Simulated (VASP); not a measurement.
Wanted: the native input for a VASP 6.6.1 run.

- Task: single point
- Functional: PBE
- Potentials or basis: VASP PAW PBE potentials, release 64 (Al, H)
- Cutoff: 520 eV
- k mesh: 9 × 3 × 1
- Occupations: gaussian, width 0.1 eV
- Spin: no spin polarisation
- Dipole correction: yes
- Further INCAR settings: ALGO = Normal; EDIFF = 1e-07; NBANDS = 25

The structure of Al9H lies in POSCAR:

```
Al9H
1.0
    2.8543223330      0.0000000000      0.0000000000
   -1.4271611665      9.7033329366      0.0000000000
    0.0000000000      0.0000000000     21.7902708969
Al H
9 1
Direct
    0.5324485604      0.0648971207      0.1835681630
    0.6709687938      0.3419375876      0.2292758741
    0.2986728405      0.5973456810      0.2384174163
    0.9263768872      0.8527537744      0.2475589585
    0.0639738222      0.1277383808      0.2937147080
    0.1995905480      0.4042696935      0.3452583266
    0.8288544886      0.6597110299      0.3524478004
    0.4526361687      0.9111292155      0.3607640453
    0.5925232094      0.1814597089      0.4034034702
    0.5925232094      0.1814597089      0.4983999946
```

The input as run:

INCAR

```
SYSTEM = Al9H
PREC = Accurate
ENCUT = 520
EDIFF = 1E-7
ISMEAR = 0
SIGMA = 0.1
LREAL = .False.
LASPH = .True.
NELM = 60
ALGO = Normal
ISIF = 2
LWAVE = .False.
LCHARG = .False.
LDIPOL = .True.
IDIPOL = 3
DIPOL = 0.5 0.5 0.315
GGA = PE
NBANDS = 25
```

KPOINTS

```
regular mesh
0
Gamma
  9 3 1
  0 0 0
```

Potentials or basis: VASP PAW PBE potentials, release 64 (Al, H).

Command:

```sh
$ cat potpaw_PBE.64/Al/POTCAR potpaw_PBE.64/H/POTCAR > POTCAR
$ mpirun -np 1 vasp_std > vasp.out
```

It gave:

| Item | Value |
| --- | --- |
| Largest force | 2.119 eV/Å |
| Band gap on the k mesh | zero (bands 14 and 15 overlap by 0.61 eV) |

Wall time 7.3 min on 1 thread of Intel(R) Xeon(R) 6975P-C (Granite Rapids) (shared host), peak memory 0.69 GiB.
